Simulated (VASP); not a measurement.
# KF in VASP: vibrations by perturbation theory with PBE

Aim: the vibrations by perturbation theory of KF with PBE.

Program: VASP 6.6.1. These are calculated values, not measurements. Logs are shortened: lines on timing, memory, paths and dates and some standing lists are left out, and cuts for length are marked.

## 1. The cell of the first run

The typed cell holds 2 atoms: a = 4.208 Å, b = 4.208 Å, c = 4.208 Å, α = 60.00°, β = 60.00°, γ = 60.00°.

## 2. Vibrations by perturbation theory, PBE

File INCAR:

```
ALGO = Normal
EDIFF = 1E-8
ENCUT = 520
GGA = PE
IBRION = 8
ISIF = 2
ISMEAR = 0
LASPH = True
LCHARG = False
LEPSILON = True
LREAL = False
LWAVE = False
NBANDS = 15
NELM = 60
NSW = 1
PREC = Accurate
SIGMA = 0.01
```

File KPOINTS:

```
k-points
0
Gamma
  8 8 8
```

File POSCAR:

```
KF
1.0
    2.1040867628      1.2147950589      3.4362842611
   -2.1040867628      1.2147950589      3.4362842611
    0.0000000000     -2.4295901178      3.4362842611
K F
1 1
Direct
    0.2493716433      0.2493716433      0.2493716433
   -0.0006150233     -0.0006150233     -0.0006150233
```

Potentials or basis: VASP PAW PBE potentials, release 64 (K_sv, F).

Run with:

```console
$ cat potpaw_PBE.64/K_sv/POTCAR potpaw_PBE.64/F/POTCAR > POTCAR
$ mpirun -np 1 vasp_std > vasp.out
```

OUTCAR:

```text
EDIFF = 1E-8
   ENCUT = 520
   GGA = PE
   IBRION = 8
   ISIF = 2
   ISMEAR = 0
   LASPH = True
   LEPSILON = True
   LREAL = False
   NELM = 60
   NSW = 1
   PREC = Accurate

 ion  position               nearest neighbor table
   1  0.249  0.249  0.249-   2 2.58   2 2.58   2 2.58   2 2.58
   2  0.999  0.999  0.999-   1 2.58   1 2.58   1 2.58   1 2.58

  LATTYP: Found a trigonal (rhomboedric) cell.
 ALAT       =     4.2084388630
 COS(alpha) =     0.5000630469

  Lattice vectors:

 A1 = (   2.1040867628,   1.2147950589,   3.4362842611)
 A2 = (  -2.1040867628,   1.2147950589,   3.4362842611)
 A3 = (   0.0000000000,  -2.4295901178,   3.4362842611)

Analysis of symmetry for initial positions (statically):
=====================================================================
 Subroutine PRICEL returns:
 Original cell was already a primitive cell.

 Routine SETGRP: Setting up the symmetry group for a
 trigonal (rhombohedral) supercell.

 Subroutine GETGRP returns: Found  6 space group operations
 (whereof  6 operations were pure point group operations)
 out of a pool of 12 trial point group operations.

The static configuration has the point symmetry C_3v.

Analysis of symmetry for dynamics (positions and initial velocities):
=====================================================================
 Subroutine PRICEL returns:
 Original cell was already a primitive cell.

 Routine SETGRP: Setting up the symmetry group for a
 trigonal (rhombohedral) supercell.

 Subroutine GETGRP returns: Found  6 space group operations
 (whereof  6 operations were pure point group operations)
 out of a pool of 12 trial point group operations.

The dynamic configuration has the point symmetry C_3v.

 Subroutine INISYM returns: Found  6 space group operations
 (whereof  6 operations are pure point group operations),
 and found     1 'primitive' translations

[... 674 lines left out ...]
     0.00000  0.00000  2.86705

 MACROSCOPIC STATIC DIELECTRIC TENSOR (including local field effects in DFT)
 ------------------------------------------------------
           1.724503     0.000000     0.000000
           0.000000     1.724503     0.000000
          -0.000000     0.000000     1.724506
 ------------------------------------------------------

 PIEZOELECTRIC TENSOR (including local field effects)  for field in x, y, z        (e  Angst)
          XX          YY          ZZ          XY          YZ          ZX
  --------------------------------------------------------------------------------
  x     0.00000     0.00000     0.00000    -0.30947     0.00000    -0.21826
  y    -0.30947     0.30947    -0.00000     0.00000    -0.21826     0.00000
  z    -0.21873    -0.21873     0.43736     0.00000     0.00000     0.00000

 PIEZOELECTRIC TENSOR (including local field effects)  for field in x, y, z        (C/m^2)
          XX          YY          ZZ          XY          YZ          ZX
  --------------------------------------------------------------------------------
  x     0.00000     0.00000     0.00000    -0.09409     0.00000    -0.06636
  y    -0.09409     0.09409    -0.00000     0.00000    -0.06636     0.00000
  z    -0.06650    -0.06650     0.13297     0.00000     0.00000     0.00000

 BORN EFFECTIVE CHARGES (including local field effects) (in |e|, cummulative output)
 ---------------------------------------------------------------------------------
 ion    1
    1     1.07662     0.00000     0.00000
    2     0.00000     1.07662     0.00000
    3     0.00000     0.00000     1.07688
 ion    2
    1    -1.07662     0.00000     0.00000
    2     0.00000    -1.07662     0.00000
    3     0.00000     0.00000    -1.07688

 INTERNAL STRAIN TENSOR FOR ION    2 for displacements in x,y,z  (eV/Angst):
          X           Y           Z          XY          YZ          ZX
  --------------------------------------------------------------------------------
  x     0.00000     0.00000     0.00000    -2.00152     0.00000    -1.38514
  y    -2.00152     2.00152     0.00000     0.00000    -1.42102     0.00000
  z    -1.39710    -1.39710     2.86705     0.00000     0.00000     0.00000

 SECOND DERIVATIVES (NOT SYMMETRIZED)
 ------------------------------------
               1X          1Y          1Z          2X          2Y          2Z
  1X    -1.931412   -0.000000   -0.000000    1.931412   -0.000000   -0.000000
  1Y     0.000000   -1.931412    0.000000    0.000000    1.931412    0.000000
  1Z     0.000000    0.000000   -1.933033    0.000000    0.000000    1.933033
  2X     1.948112    0.000000    0.000000   -1.948112    0.000000    0.000000
  2Y     0.000000    1.948112   -0.000000    0.000000   -1.948112    0.000000
  2Z     0.000000    0.000000    1.957312    0.000000    0.000000   -1.957312

 Eigenvectors and eigenvalues of the dynamical matrix
 ----------------------------------------------------

   1 f  =    6.104384 THz    38.354978 2PiTHz  203.620346 cm-1    25.245694 meV
             X         Y         Z           dx          dy          dz
      0.000000  0.000000  2.570736     0.000000    0.000000   -0.569449
      0.000000  0.000000 10.302513    -0.000000   -0.000000    0.822026
[... 21 lines left out ...]
   6 f/i=    0.017833 THz     0.112048 2PiTHz    0.594844 cm-1     0.073751 meV
             X         Y         Z           dx          dy          dz
      0.000000  0.000000  2.570736    -0.000000   -0.000000    0.822026
      0.000000  0.000000 10.302513    -0.000000   -0.000000    0.569449

--------------------------------------------------------------------------------------------------------

 MACROSCOPIC STATIC DIELECTRIC TENSOR IONIC CONTRIBUTION
 ------------------------------------------------------
           2.051786     0.000000     0.000000
           0.000000     2.051786     0.000000
           0.000000     0.000000     2.047025
 ------------------------------------------------------

 ELASTIC MODULI CONTR FROM IONIC RELAXATION (kBar)
 Direction    XX          YY          ZZ          XY          YZ          ZX
 --------------------------------------------------------------------------------
 XX         -92.8285     31.6046     61.8955     -0.0000    -43.7696     -0.0000
 YY          31.6046    -92.8285     61.8955      0.0000     43.7696      0.0000
 ZZ          61.8955     61.8955   -125.1488      0.0000      0.0000      0.0000
 XY          -0.0000      0.0000      0.0000    -62.2166     -0.0000    -44.0545
 YZ         -43.7696     43.7696      0.0000     -0.0000    -30.7920     -0.0000
 ZX          -0.0000      0.0000      0.0000    -44.0545     -0.0000    -31.1943
 --------------------------------------------------------------------------------

 PIEZOELECTRIC TENSOR IONIC CONTR  for field in x, y, z        (C/m^2)
          XX          YY          ZZ          XY          YZ          ZX
  --------------------------------------------------------------------------------
  x     0.00000    -0.00000    -0.00000     0.33620     0.00000     0.23805
  y     0.33620    -0.33620    -0.00000     0.00000     0.23651     0.00000
  z     0.23555     0.23555    -0.47626     0.00000     0.00000    -0.00000
```

It took 14 min on 1 thread of Intel Xeon Platinum 8488C (Sapphire Rapids), shared host; peak memory 0.57 GiB.

What came out:

- Electronic dielectric tensor (diagonal): 1.72
- Born charges (mean of the diagonal): K +1.08; F -1.08 e
- Highest phonon frequency at Γ, LO-TO splitting left out: 204 cm⁻¹

Phonon frequencies in cm⁻¹ (negative: imaginary):
```csv
q point,frequencies
"(0.000, 0.000, 0.000)",-1 0 0 203 203 204
```

Electronic dielectric tensor:
```
1.72 0.00 0.00
0.00 1.72 0.00
0.00 0.00 1.72
```

Born effective charge tensors (e):
atom 1, K
```
1.08 0.00 0.00
0.00 1.08 0.00
0.00 0.00 1.08
```
atom 2, F
```
-1.08  0.00  0.00
 0.00 -1.08  0.00
 0.00  0.00 -1.08
```
